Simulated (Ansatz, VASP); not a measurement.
**Zr: VASP beside Ansatz**

The input INCAR:

```
SYSTEM = Zr
ALGO = Normal ; EDIFF = 1E-7
ENCUT = 520 ; GGA = PE
ISIF = 2 ; ISMEAR = 0
LASPH = .TRUE. ; LCHARG = .FALSE.
LREAL = .FALSE. ; LWAVE = .FALSE.
NBANDS = 12 ; NELM = 100
PREC = Accurate ; SIGMA = 0.1
```

File KPOINTS:

```
k-points
0
G
  16 16 16
  0 0 0
```

The input POSCAR:

```
Zr
1.0
   -1.8096380000      1.8096380000      1.8096380000
    1.8096380000     -1.8096380000      1.8096380000
    1.8096380000      1.8096380000     -1.8096380000
Zr
1
Direct
    0.0000000000      0.0000000000      0.0000000000
```

Input for Ansatz:

```yaml
crystal:
  lattice:
    - [-1.809638, 1.809638, 1.809638]
    - [1.809638, -1.809638, 1.809638]
    - [1.809638, 1.809638, -1.809638]
  atoms:
    - { symbol: Zr, position: [0.0, 0.0, 0.0] }
basis:
  ecutwfc: 420
kpoints:
  mp_grid: { grid: [16, 16, 16] }
hamiltonian:
  xc: pbe
scf:
  occupations: { method: gaussian, width: 0.1 }
output:
  forces: true
  stress: true
  eigenvalues: true
```

Alike in both runs: task single point; functional PBE; k mesh 16 × 16 × 16; occupations gaussian, width 0.1 eV; no spin polarisation.

|  | VASP | Ansatz |
| --- | --- | --- |
| version | VASP 6.6.1 | Ansatz 0.2.0 |
| potentials or method | VASP PAW PBE potentials, release 64 (Zr_sv), cutoff 520 eV | scalar-relativistic, plane waves, PAW |
| valence electrons in the cell | 12 | 12 |

|  | VASP | Ansatz | Ansatz less VASP |
| --- | --- | --- | --- |
| gap on the k mesh at the Fermi level (eV) | none | none | - |
| pressure (GPa) | -3.1 | -3.1 | -0.03 |

A gap of «none» marks a metal or a gap that the smearing closes.
